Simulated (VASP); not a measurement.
FeO:

```
CELL_PARAMETERS angstrom
-1.58446 1.58446 2.21410
1.58446 -1.58446 2.21410
1.58446 1.58446 -2.21410
ATOMIC_POSITIONS crystal
Fe 0.00000 0.00000 0.00000
O 0.50000 0.50000 0.00000
```

- Program: VASP 6.6.1
- Task: relaxation of cell and atoms
- Functional: PBE
- Potentials or basis: VASP PAW PBE potentials, release 64 (Fe, O)
- Cutoff: 600 eV
- k mesh: 8 × 8 × 8
- Occupations: gaussian, width 0.1 eV
- Spin: collinear spin, ferromagnetic start
- Starting moments: [3.84, 0.33] μB

At the start: pressure -15.7 GPa; volume 11.12 Å³/atom.

**Question.** How do energy, volume and symmetry change on relaxing?

**Answer.** Over 5 steps the energy falls by 60.3 meV/atom and the volume is 10.01 Å³/atom (-10.0 %); space group Fm-3m (No. 225, to 0.1 Å) before and after; moment 4.00 μB per cell.

Step by step:
| step | energy change (eV) | largest force (eV/Å) | pressure (GPa) | volume (Å³) |
| --- | --- | --- | --- | --- |
| 1 | 0.0000 | 0.0000 | -15.69 | 22.23 |
| 2 | -0.0823 | 0.0000 | 11.86 | 18.91 |
| 3 | -0.1203 | 0.0000 | -0.10 | 20.00 |
| 4 | -0.1203 | 0.0000 | 0.31 | 19.96 |
| 5 | -0.1206 | 0.0000 | -0.25 | 20.01 |

Final structure:
```
CELL_PARAMETERS angstrom
-1.52796 1.52796 2.14296
1.52796 -1.52796 2.14296
1.52796 1.52796 -2.14296
ATOMIC_POSITIONS crystal
Fe 0.00000 0.00000 0.00000
O 0.50000 0.50000 0.00000
```

Caveat: a cell with one magnetic atom can't hold antiferromagnetic order, which such compounds often take.
